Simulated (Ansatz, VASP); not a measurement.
**Hf: VASP beside Ansatz**

The input INCAR:

```
PREC = Accurate
ENCUT = 520
EDIFF = 1E-7
ISMEAR = -1
SIGMA = 0.1
LREAL = False
LASPH = True
NELM = 100
ALGO = Normal
ISIF = 2
LWAVE = False
LCHARG = False
GGA = PE
NBANDS = 17
```

Contents of KPOINTS:

```
Automatic mesh
0
Gamma
  12 12 12
```

The input POSCAR:

```
Hf
1.0
    0.0000000000      3.1004011274      3.1004011274
    3.1004011274      0.0000000000      3.1004011274
    3.1004011274      3.1004011274      0.0000000000
Hf
2
Direct
   -0.1250000000     -0.1250000000     -0.1250000000
    0.1250000000      0.1250000000      0.1250000000
```

Input for Ansatz:

```yaml
crystal:
  lattice:
    - [0.0, 3.1004011274, 3.1004011274]
    - [3.1004011274, 0.0, 3.1004011274]
    - [3.1004011274, 3.1004011274, 0.0]
  atoms:
    - { symbol: Hf, position: [-0.125, -0.125, -0.125] }
    - { symbol: Hf, position: [0.125, 0.125, 0.125] }
kpoints:
  mp_grid: { grid: [12, 12, 12] }
scf:
  occupations: { method: fermi_dirac, width: 0.1 }
hamiltonian:
  xc: pbe
  pseudopotentials: { kind: all_electron, lapw: { basis_error: 0.001 } }
output:
  forces: true
  stress: true
  eigenvalues: true
  populations: true
```

Change from the starting cell: volume scaled by 0.85, LAPW.

Alike in both runs: task single point; functional PBE; k mesh 12 × 12 × 12; occupations fermi-dirac, width 0.1 eV; no spin polarisation.

|  | VASP | Ansatz |
| --- | --- | --- |
| version | VASP 6.6.1 | Ansatz 0.2.0 |
| potentials or method | VASP PAW PBE potentials, release 64 (Hf_pv), cutoff 520 eV | all-electron LAPW, scalar-relativistic |

Ansatz gave:

- pressure (GPa): 5.7

Task: What did VASP give for the same quantities?

Result: Pressure (GPa): 5.4.

Ansatz ran all-electron here, and VASP with PAW potentials.

Neither program's run includes spin-orbit coupling.
